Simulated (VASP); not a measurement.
Si, 2 atoms in the cell. Symmetry: Fd-3m, No. 227, cubic system. The conventional cell has a = 5.470 Å, b = 5.470 Å, c = 5.470 Å, α = 90.00°, β = 90.00°, γ = 90.00°. Within 3.1 Å of Si (site symmetry -43m) lie 4 Si at 2.37 Å. 

| Property | Result |
| --- | --- |
| Program | VASP 6.6.1 |
| Task | single point |
| Functional | PBE |
| Potentials or basis | VASP PAW PBE potentials, release 64 (Si) |
| Cutoff | 500 eV |
| k mesh | 10 × 10 × 10 |
| Occupations | gaussian, width 0.02 eV |
| Spin | no spin polarisation |
| Dipole correction | no |
| Further INCAR settings | ALGO = Normal; EDIFF = 1e-06; NBANDS = 11 |

Potentials or basis: VASP PAW PBE potentials, release 64 (Si).

Run with:

```bash
$ cat potpaw_PBE.64/Si/POTCAR > POTCAR
$ mpirun -np 1 vasp_std > vasp.out
```

Hardware: 1 thread of AMD EPYC 7R13 Processor (Zen 3), with other jobs on the host.

Problem. How long does it take, and how much memory?

Solution. Wall time 13 s on 1 thread of AMD EPYC 7R13 Processor (Zen 3), with other jobs on the host, peak memory 0.12 GiB. Counts: scf iterations 11, k points 47.
